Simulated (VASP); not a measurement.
# V2S (Pn-3m) in VASP: notebook

Runs on V2S. Level: PBE. Tasks: single point, relaxation of cell and atoms.

Everything below comes from runs of VASP 6.6.1. Logs are shortened: lines on timing, memory, paths and dates and some standing lists are left out, and cuts for length are marked.

## Step 1: The cell of the first run

It takes space group Pn-3m (No. 224, cubic). Conventional cell: a = 5.020 Å, b = 5.020 Å, c = 5.020 Å, α = 90.00°, β = 90.00°, γ = 90.00°. Within 2.9 Å of V (site symmetry -3m) lie 2 S at 2.17 Å. S (site symmetry -43m) has 4 V at 2.17 Å within 2.9 Å.

## Step 2: Single point, PBE, collinear spin, ferromagnetic start

File INCAR:

```
ALGO     = Normal         # electronic algorithm
EDIFF    = 1E-6           # SCF threshold, eV
ENCUT    = 520            # plane-wave cutoff, eV
GGA      = PE             # functional
ISIF     = 2              # what is computed and relaxed
ISMEAR   = 0              # smearing method
ISPIN    = 2              # spin polarisation
LASPH    = True           # aspherical terms in the spheres
LCHARG   = True           # write CHGCAR
LELF     = True           # ELF
LMAXMIX  = 4              # l up to which the mixer works
LORBIT   = 11             # projections on sites
LREAL    = False          # projectors in reciprocal space
LVHAR    = True         
LWAVE    = False          # write WAVECAR
MAGMOM   = 1.02 1.02 1.02 1.02 0 0 # initial moments
NBANDS   = 45             # bands
NELM     = 150            # most SCF steps
PREC     = Accurate       # precision mode
SIGMA    = 0.1            # smearing width, eV
```

File KPOINTS:

```
k-points
0
Gamma
  4 4 4
```

File POSCAR:

```
V2S
1.0
    5.0202033054      0.0000000000      0.0000000000
    0.0000000000      5.0202033054      0.0000000000
    0.0000000000      0.0000000000      5.0202033054
V S
4 2
Direct
    0.2500000000      0.2500000000      0.2500000000
    0.2500000000      0.7500000000      0.7500000000
    0.7500000000      0.7500000000      0.2500000000
    0.7500000000      0.2500000000      0.7500000000
    0.0000000000      0.0000000000      0.0000000000
    0.5000000000      0.5000000000      0.5000000000
```

Potentials or basis: VASP PAW PBE potentials, release 64 (V_sv, S).

Run with:

```sh
cat potpaw_PBE.64/V_sv/POTCAR potpaw_PBE.64/S/POTCAR > POTCAR
mpirun -np 1 vasp_std > vasp.out
```

OUTCAR:

```text
EDIFF = 1E-6
   ENCUT = 520
   GGA = PE
   ISIF = 2
   ISMEAR = 0
   ISPIN = 2
   LASPH = True
   LORBIT = 11
   LREAL = False
   NELM = 150
   PREC = Accurate

 ion  position               nearest neighbor table
   1  0.250  0.250  0.250-   5 2.17   6 2.17
   2  0.250  0.750  0.750-   5 2.17   6 2.17
   3  0.750  0.750  0.250-   5 2.17   6 2.17
   4  0.750  0.250  0.750-   5 2.17   6 2.17
   5  0.000  0.000  0.000-   1 2.17   2 2.17   3 2.17   4 2.17
   6  0.500  0.500  0.500-   1 2.17   2 2.17   3 2.17   4 2.17

  LATTYP: Found a simple cubic cell.
 ALAT       =     5.0202033054

  Lattice vectors:

 A1 = (   5.0202033054,   0.0000000000,   0.0000000000)
 A2 = (   0.0000000000,   5.0202033054,   0.0000000000)
 A3 = (   0.0000000000,   0.0000000000,   5.0202033054)

Analysis of symmetry for initial positions (statically):
=====================================================================
 Subroutine PRICEL returns:
 Original cell was already a primitive cell.

 Routine SETGRP: Setting up the symmetry group for a
 simple cubic supercell.

 Subroutine GETGRP returns: Found 48 space group operations
 (whereof 24 operations were pure point group operations)
 out of a pool of 48 trial point group operations.

The static configuration has the point symmetry T_d .
 The point group associated with its full space group is O_h .

Analysis of symmetry for dynamics (positions and initial velocities):
=====================================================================
 Subroutine PRICEL returns:
 Original cell was already a primitive cell.

 Routine SETGRP: Setting up the symmetry group for a
 simple cubic supercell.

 Subroutine GETGRP returns: Found 48 space group operations
 (whereof 24 operations were pure point group operations)
 out of a pool of 48 trial point group operations.

The dynamic configuration has the point symmetry T_d .
 The point group associated with its full space group is O_h .

Analysis of structural, dynamic, and magnetic symmetry:
=====================================================================
 Subroutine PRICEL returns:
 Original cell was already a primitive cell.

 Routine SETGRP: Setting up the symmetry group for a
 simple cubic supercell.

 Subroutine GETGRP returns: Found 48 space group operations
 (whereof 24 operations were pure point group operations)
 out of a pool of 48 trial point group operations.

The overall configuration has the point symmetry T_d .
 The point group associated with its full space group is O_h .

 Subroutine INISYM returns: Found 48 space group operations
 (whereof 24 operations are pure point group operations),
 and found     1 'primitive' translations

----------------------------------------------------------------------------------------

                                     Primitive cell

  volume of cell :     126.5214

  direct lattice vectors                    reciprocal lattice vectors
     5.020203305  0.000000000  0.000000000     0.199195120  0.000000000  0.000000000
     0.000000000  5.020203305  0.000000000     0.000000000  0.199195120  0.000000000
     0.000000000  0.000000000  5.020203305     0.000000000  0.000000000  0.199195120

  length of vectors
     5.020203305  5.020203305  5.020203305     0.199195120  0.199195120  0.199195120

  position of ions in fractional coordinates (direct lattice)
     0.250000000  0.250000000  0.250000000
     0.250000000  0.750000000  0.750000000
     0.750000000  0.750000000  0.250000000
     0.750000000  0.250000000  0.750000000
     0.000000000  0.000000000  0.000000000
     0.500000000  0.500000000  0.500000000

  ion indices of the primitive-cell ions
   primitive index   ion index
                 1           1
                 2           2
                 3           3
                 4           4
                 5           5
                 6           6

----------------------------------------------------------------------------------------

 KPOINTS: k-points

Automatic generation of k-mesh.
 Grid dimensions read from file:
 generate k-points for:    4    4    4

 Generating k-lattice:

  Cartesian coordinates                     Fractional coordinates (reciprocal lattice)
     0.049798780  0.000000000  0.000000000     0.250000000  0.000000000  0.000000000
     0.000000000  0.049798780  0.000000000     0.000000000  0.250000000  0.000000000
     0.000000000  0.000000000  0.049798780     0.000000000  0.000000000  0.250000000

  Length of vectors
     0.049798780  0.049798780  0.049798780

  Shift w.r.t. Gamma in fractional coordinates (k-lattice)
     0.000000000  0.000000000  0.000000000

 Subroutine IBZKPT returns following result:
 ===========================================

 Found     10 irreducible k-points:

 Following reciprocal coordinates:
            Coordinates               Weight
  0.000000  0.000000  0.000000      1.000000
  0.250000  0.000000  0.000000      6.000000
  0.500000  0.000000  0.000000      3.000000
  0.250000  0.250000  0.000000     12.000000
  0.500000  0.250000  0.000000     12.000000
  0.500000  0.500000  0.000000      3.000000
  0.250000  0.250000  0.250000      8.000000
  0.500000  0.250000  0.250000     12.000000
  0.500000  0.500000  0.250000      6.000000
  0.500000  0.500000  0.500000      1.000000
   k-points           NKPTS =     10   k-points in BZ     NKDIM =     10   number of bands    NBANDS=     45
   number of dos      NEDOS =    301   number of ions     NIONS =      6
   total plane-waves  NPLWV =  64000
   dimension x,y,z NGX =    40 NGY =   40 NGZ =   40
   dimension x,y,z NGXF=    80 NGYF=   80 NGZF=   80
   ions per type =               4   2
   NGX,Y,Z   is equivalent  to a cutoff of  13.25, 13.25, 13.25 a.u.
   NGXF,Y,Z  is equivalent  to a cutoff of  26.49, 26.49, 26.49 a.u.
 SYSTEM =  unknown system
   PREC   = accura    normal or accurate (medium, high low for compatibility)
   ISTART =      0    job   : 0-new  1-cont  2-samecut
   ICHARG =      2    charge: 1-file 2-atom 10-const
   ISPIN  =      2    spin polarized calculation?
   LNONCOLLINEAR =      F non collinear calculations
   LSORBIT =      F    spin-orbit coupling
   LASPH  =      T    aspherical Exc in radial PAW
   ENCUT  =  520.0 eV  38.22 Ry    6.18 a.u.   9.33  9.33  9.33*2*pi/ulx,y,z
   NELM   =    150;   NELMIN=  2; NELMDL= -5     # of ELM steps
   EDIFF  = 0.1E-05   stopping-criterion for ELM
   LREAL  =      F    real-space projection
[... 7 lines left out ...]
   TEBEG  =    0.0;   TEEND  =   0.0 temperature during run
   PSTRESS=    0.0 pullay stress
   NELECT =      64.0000    total number of electrons
   NUPDOWN=      -1.0000    fix difference up-down
   EMIN   =  10.00;   EMAX   =-10.00  energy-range for DOS
   EFERMI =   0.00;   METHOD = LEGACY
   ISMEAR =     0;   SIGMA  =   0.10  broadening in eV -4-tet -1-fermi 0-gaus
   EFERMI_NEDOS =   21; number of points for ismear=-14 and -15
   IALGO  =     38    algorithm
   IMIX   =      4    mixing-type and parameters
     AMIX     =   0.40;   BMIX     =  1.00
     AMIX_MAG =   1.60;   BMIX_MAG =  1.00
  volume/ion in A,a.u.               =      21.09       142.30
  Fermi-wavevector in a.u.,A,eV,Ry     =   1.304408  2.464974 23.150051  1.701481
  Thomas-Fermi vector in A             =   2.435346
   LORBIT       =     11    0 simple, 1 ext, 2 COOP (PROOUT), +10 PAW based schemes
   GGA     = PE    functional components
   LHFCALC =     F    Hartree Fock is set to
   AEXX    =    0.0000 exact exchange contribution
   IVDW    =     0    specifies the selected vdW correction
   LEPSILON=     F    determine dielectric tensor
   LRPA    =     F    only Hartree local field effects (RPA)
 spin polarized calculation
 Gauss-broadening in eV      SIGMA  =   0.10
  energy-cutoff  :      520.00
  volume of cell :      126.52
 maximum number of plane-waves:      3448
 NGX is ok and might be reduce to    40
   NGX = 19   NGY = 19   NGZ = 19

 number of electron      63.9999967 magnetization       7.1794872

 Free energy of the ion-electron system (eV)
  ---------------------------------------------------
  ext. energy  EPLUGINS =         0.00000000
  ---------------------------------------------------
  free energy    TOTEN  =       -40.19280636 eV

  energy without entropy =      -40.15849192  energy(sigma->0) =      -40.17564914

 E-fermi :   5.4409     XC(G=0):  -9.9866

 val. band max:        5.4257716344   @ k =   0.2500   0.0000   0.0000
 cond. band min:       5.4446670819   @ k =   0.2500   0.2500   0.0000
 fundamental gap:      0.0188954475
 Fermi energy:         5.4409051865

 spin component 1

 k-point     1 :       0.0000    0.0000    0.0000
  band No.  band energies     occupation
      1     -59.4426      1.00000
      2     -59.4360      1.00000
      3     -59.4360      1.00000
      4     -59.4360      1.00000
      5     -33.3841      1.00000
      6     -33.3841      1.00000
[... 459 lines left out ...]
     43       7.1243      0.00000
     44       7.2122      0.00000
 Fermi energy:         5.4409051865

 spin component 2

 k-point     1 :       0.0000    0.0000    0.0000
  band No.  band energies     occupation
      1     -57.9347      1.00000
      2     -57.9277      1.00000
      3     -57.9277      1.00000
      4     -57.9277      1.00000
      5     -32.1600      1.00000
      6     -32.0818      1.00000
[... 459 lines left out ...]
     43       8.1196      0.00000
     44       8.2286      0.00000
 [bands above 44 left out]

------------------------ aborting loop because EDIFF is reached ----------------------------------------

  FORCE on cell =-STRESS in cart. coord.  units (eV):
  Direction    XX          YY          ZZ          XY          YZ          ZX
  --------------------------------------------------------------------------------------
  -------------------------------------------------------------------------------------
  Total        0.2760736      0.2760736      0.2760736      0.0000000      0.0000000      0.0000000
  in kB        3.4960011      3.4960011      3.4960011      0.0000000      0.0000000      0.0000000
  external PRESSURE =       3.4960011 kB  Pullay stress =       0.0000000 kB

 VOLUME and BASIS-vectors are now :
 -----------------------------------------------------------------------------
  energy-cutoff  :      520.00
  volume of cell :      126.52
      direct lattice vectors                 reciprocal lattice vectors
     5.020203305  0.000000000  0.000000000     0.199195120  0.000000000  0.000000000
     0.000000000  5.020203305  0.000000000     0.000000000  0.199195120  0.000000000
     0.000000000  0.000000000  5.020203305     0.000000000  0.000000000  0.199195120

 POSITION                                       TOTAL-FORCE (eV/Angst)
 -----------------------------------------------------------------------------------
      1.25505      1.25505      1.25505         0.000000      0.000000      0.000000
      1.25505      3.76515      3.76515        -0.000000      0.000000     -0.000000
      3.76515      3.76515      1.25505        -0.000000     -0.000000      0.000000
      3.76515      1.25505      3.76515        -0.000000      0.000000     -0.000000
      0.00000      0.00000      0.00000        -0.000000     -0.000000      0.000000
      2.51010      2.51010      2.51010        -0.000000      0.000000      0.000000
 -----------------------------------------------------------------------------------
    total drift:                                0.000000      0.000000     -0.000000

  FREE ENERGIE OF THE ION-ELECTRON SYSTEM (eV)
  ---------------------------------------------------
  free  energy   TOTEN  =       -40.1928063618 eV

  energy  without entropy=      -40.1584919186  energy(sigma->0) =      -40.17564914

 total charge

# of ion       s       p       d       tot
------------------------------------------
    1        2.209   6.143   3.093  11.445
    2        2.209   6.143   3.093  11.445
    3        2.209   6.143   3.093  11.445
    4        2.209   6.143   3.093  11.445
    5        1.340   2.516   0.000   3.856
    6        1.340   2.516   0.000   3.856
--------------------------------------------------
tot         11.515  29.603  12.372  53.490

 magnetization (x)

# of ion       s       p       d       tot
------------------------------------------
    1        0.016   0.016   1.503   1.535
    2        0.016   0.016   1.503   1.535
    3        0.016   0.016   1.503   1.535
    4        0.016   0.016   1.503   1.535
    5       -0.005  -0.050   0.000  -0.055
    6       -0.005  -0.050   0.000  -0.055
--------------------------------------------------
tot          0.055  -0.036   6.011   6.031
```

Wall time 77 s (1 thread of Intel Xeon Platinum 8488C (Sapphire Rapids), shared host); peak memory 0.31 GiB.

Results:

```
Free energy                                           : -40.1928 eV
Pressure                                              : 0.3 GPa
Net moment                                            : 7.18 μB per cell
Site moments                                          : V +1.53; S -0.06 μB
Valence electrons inside the program's atomic spheres : V 11.45; S 3.86
```

With open d or f shells a metallic result of PBE can be an artefact of self-interaction; +U or a hybrid may open a gap.

## Step 3: Relaxation of cell and atoms, PBE, collinear spin, ferromagnetic start

This run uses another cell than the first one, of 17.64 Å³/atom.

File INCAR:

```
PREC = Accurate
ENCUT = 600
EDIFF = 1E-7
ISMEAR = 0
SIGMA = 0.1
LREAL = False
LASPH = True
NELM = 150
ALGO = Normal
ISIF = 3
LWAVE = False
LCHARG = False
ISPIN = 2
MAGMOM = 1.02 1.02 1.02 1.02 0 0
LORBIT = 11
LMAXMIX = 4
GGA = PE
IBRION = 2
NSW = 90
EDIFFG = -0.04
```

File KPOINTS:

```
regular mesh
0
Gamma
  4 4 4
```

Changes to POSCAR since step 2:

```diff
@@ -2,5 +2,5 @@
 1.0
-    5.0202033054      0.0000000000      0.0000000000
-    0.0000000000      5.0202033054      0.0000000000
-    0.0000000000      0.0000000000      5.0202033054
+    4.7301305265      0.0000000000      0.0000000000
+    0.0000000000      4.7301305265      0.0000000000
+    0.0000000000      0.0000000000      4.7301305265
 V S
```

Potentials or basis: VASP PAW PBE potentials, release 64 (V_sv, S).

Run with:

```sh
cat potpaw_PBE.64/V_sv/POTCAR potpaw_PBE.64/S/POTCAR > POTCAR
mpirun -np 1 vasp_std > vasp.out
```

Run time: 4.4 min. Hardware: 1 thread of Intel Xeon Platinum 8488C (Sapphire Rapids), shared host; peak memory 0.32 GiB.

Results (log left out):

```yaml
Free_energy: -40.1896 eV
Relaxed_volume: 21.22 Å³/atom
Relaxed_cell: a = 5.031 Å, b = 5.031 Å, c = 5.031 Å, α = 90.00°, β = 90.00°, γ = 90.00°
Space_group_after_relaxing_to_0.1_Å: Pn-3m (No. 224)
Energy_gained_by_relaxing: 166.4 meV/atom
Ionic_steps: 4
Pressure_after_relaxing: -0.1 GPa
Net_moment: 7.23 μB per cell
Site_moments: V +1.55; S -0.06 μB
Valence_electrons_inside_the_program's_atomic_spheres: V 11.44; S 3.85
```

The path:
| step | energy change (eV) | largest force (eV/Å) | pressure (GPa) | volume (Å³) |
| --- | --- | --- | --- | --- |
| 1 | 0.0000 | 0.0000 | 17.53 | 105.83 |
| 2 | -0.8787 | 0.0000 | -2.79 | 138.23 |
| 3 | -0.9979 | 0.0000 | -0.30 | 127.82 |
| 4 | -0.9984 | 0.0000 | -0.07 | 127.34 |

Final structure:
```
CELL_PARAMETERS angstrom
5.03106 0.00000 0.00000
0.00000 5.03106 0.00000
0.00000 0.00000 5.03106
ATOMIC_POSITIONS crystal
V 0.25000 0.25000 0.25000
V 0.25000 0.75000 0.75000
V 0.75000 0.75000 0.25000
V 0.75000 0.25000 0.75000
S 0.00000 0.00000 0.00000
S 0.50000 0.50000 0.50000
```

Levels at points of the mesh, in eV from the Fermi level:
Spin up:
| k point | band 32 | band 33 | band 34 | band 35 | band 36 | band 37 | band 38 | band 39 |
| --- | --- | --- | --- | --- | --- | --- | --- | --- |
| (0.00, 0.00, 0.00) | -0.42 | 0.08 | 0.08 | 0.08 | 0.23 | 0.23 | 0.23 | 0.30 |
| (0.50, 0.00, 0.00) | -0.47 | -0.41 | -0.41 | -0.37 | -0.37 | -0.18 | -0.18 | 0.62 |
| (0.50, 0.50, 0.00) | -0.71 | -0.62 | -0.62 | -0.34 | -0.34 | 0.19 | 0.19 | 0.74 |
| (0.50, 0.50, 0.50) | -0.68 | -0.50 | -0.50 | -0.50 | 0.47 | 0.47 | 0.57 | 0.57 |
Spin down:
```tsv
k point	band 24	band 25	band 26	band 27	band 28	band 29	band 30	band 31	band 32	band 33
(0.00, 0.00, 0.00)	-3.43	-2.64	-0.87	-0.87	-0.33	-0.33	-0.33	0.77	0.77	1.18
(0.50, 0.00, 0.00)	-4.52	-1.33	-1.33	-0.42	-0.42	0.40	0.40	0.98	0.98	1.00
(0.50, 0.50, 0.00)	-4.13	-0.78	-0.78	-0.70	-0.70	0.67	0.67	0.83	0.83	0.90
(0.50, 0.50, 0.50)	-4.39	-0.79	-0.79	-0.79	-0.08	-0.08	1.14	1.14	1.14	1.17
```

Caveat: the volume moved by over 15 % at a fixed basis, so the end points are rough.
